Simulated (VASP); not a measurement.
Set up this calculation in VASP 6.6.1, as the native input.

```yaml
Task: relaxation of cell and atoms
Functional: PBE
Potentials_or_basis: VASP PAW PBE potentials, release 64 (Si)
Cutoff: 600 eV
k_mesh: 12 × 12 × 6
Occupations: gaussian, width 0.02 eV
Spin: no spin polarisation
Dipole_correction: no
Further_INCAR_settings: ALGO = Normal; EDIFF = 1e-07; IBRION = 2; EDIFFG = -0.005; NSW = 100; ISIF = 3
```

The structure of Si lies in POSCAR:

```
Si
1.0
    3.8375530000      0.0000000000      0.0000000000
   -1.9187770000      3.3234190000      0.0000000000
    0.0000000000      0.0000000000      6.2666980000
Si
4
Direct
    0.0000000000      0.0000000000      0.0000000000
    0.0000000000      0.0000000000      0.3750000000
    0.3333333300      0.6666666700      0.5000000000
    0.3333333300      0.6666666700      0.8750000000
```

This isn't the form of Si at room conditions, which is diamond.

One way to write it, as run:

INCAR

```
SYSTEM = Si
PREC = Accurate
ENCUT = 600
EDIFF = 1E-7
ISMEAR = 0
SIGMA = 0.02
LREAL = .FALSE.
LASPH = .TRUE.
NELM = 80
ALGO = Normal
ISIF = 3
LWAVE = .FALSE.
LCHARG = .FALSE.
GGA = PE
IBRION = 2
NSW = 100
EDIFFG = -0.005
```

KPOINTS

```
Automatic mesh
0
G
  12 12 6
  0 0 0
```

Potentials or basis: VASP PAW PBE potentials, release 64 (Si).

Run with:

```bash
$ cat potpaw_PBE.64/Si/POTCAR > POTCAR
$ mpirun -np 1 vasp_std > vasp.out
```

It gave:

The relaxed volume is 20.43 Å³/atom. The relaxed cell is a = 3.850 Å, b = 3.850 Å, c = 6.364 Å, α = 90.00°, β = 90.00°, γ = 120.00°, the space group after relaxing (to 0.1 Å) is P6_3/mmc (No. 194) and the energy gained by relaxing is 4.0 meV/atom. The ionic steps are 7, the pressure after relaxing is 0.0 GPa and the band gap on the k mesh is 0.45 eV (least direct gap 1.00 eV).

Run time: 2.7 min on 1 thread of AMD EPYC 9R45 96-Core Processor (Zen 5), on a shared host, peak memory 0.22 GiB.
